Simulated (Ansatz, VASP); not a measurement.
Two plane-wave programs on NaCl

```xyz
2
Lattice="0.0000 2.8040 2.8040 2.8040 0.0000 2.8040 2.8040 2.8040 0.0000" Properties=species:S:1:pos:R:3 pbc="T T T"
Na    0.0000    0.0000    0.0000
Cl    2.8040    2.8040    2.8040
```

Alike in both runs: functional r2SCAN; k mesh 14 × 14 × 14; occupations fermi-dirac, width 0.1 eV; no spin polarisation.

Ansatz relaxed the structure, and its values are those at the end. VASP's run is a single point on that final structure, the one shown.

```csv
,VASP,Ansatz
version,VASP 6.6.1,Ansatz 0.2.0
potentials or method,"VASP PAW PBE potentials, release 64 (Na_pv, Cl)","PAW with Ansatz's default frozen-core files, scalar-relativistic"
plane-wave cutoff (eV),520,500
valence electrons in the cell,14,16
```

```tsv
	VASP	Ansatz	Ansatz less VASP
pressure (GPa)	-0.2	0.0	+0.19
```

VASP's potentials were made for PBE, not for r2SCAN. With one functional, cell and mesh, what is left measures potentials, basis and numerics. VASP's potentials hold 14 valence electrons a cell and Ansatz's 16, so a difference there can come from the potentials and not from the codes.
